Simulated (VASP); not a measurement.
Wanted: the native input for a VASP 6.6.1 run.

```
Task                   : single point
Functional             : PBE
Potentials or basis    : VASP PAW PBE potentials, release 64 (Sn_d, Pb_d, O)
Cutoff                 : 520 eV
k mesh                 : 4 × 4 × 2
Occupations            : gaussian, width 0.1 eV
Spin                   : no spin polarisation
Dipole correction      : no
Further INCAR settings : ALGO = Normal; EDIFF = 1e-07; NBANDS = 50
```

The structure of Sn3PbO4 lies in POSCAR:

```
Sn3PbO4
1.0
    3.9072221844      0.0000000000      0.0000000000
    0.0000000000      3.9072221844      0.0000000000
    0.0000000000      0.0000000000     10.2684963435
Sn Pb O
3 1 4
Direct
    0.5000000000      0.5000000000      0.1018833833
    0.5000000000      0.5000000000      0.6194598193
    0.0000000000      0.0000000000      0.8785426657
    0.0000000000      0.0000000000      0.3871878017
    0.0000000000      0.5000000000     -0.0056802538
    0.0000000000      0.5000000000      0.5121434188
    0.5000000000      0.0000000000     -0.0056802538
    0.5000000000      0.0000000000      0.5121434188
```

The input as run:

INCAR

```
SYSTEM = Sn3PbO4
ALGO = Normal ; EDIFF = 1E-7
ENCUT = 520 ; GGA = PE
ISIF = 2 ; ISMEAR = 0
LASPH = .True. ; LCHARG = .False.
LREAL = .False. ; LWAVE = .False.
NBANDS = 50 ; NELM = 80
PREC = Accurate ; SIGMA = 0.1
```

KPOINTS

```
k-points
0
Gamma
  4 4 2
  0 0 0
```

Potentials or basis: VASP PAW PBE potentials, release 64 (Sn_d, Pb_d, O).

Command:

```bash
$ cat potpaw_PBE.64/Sn_d/POTCAR potpaw_PBE.64/Pb_d/POTCAR potpaw_PBE.64/O/POTCAR > POTCAR
$ mpirun -np 1 vasp_std > vasp.out
```

It gave:

* Pressure: 0.3 GPa
* Largest force: 0.084 eV/Å
* Band gap on the k mesh: 0.76 eV (least direct gap 1.67 eV)

Caveat: spin-orbit coupling is left out, which moves the levels of the heavy elements.

It took 2.3 min on 1 thread of Intel(R) Xeon(R) Platinum 8375C CPU @ 2.90GHz (Ice Lake), with other jobs on the host, peak memory 0.29 GiB.
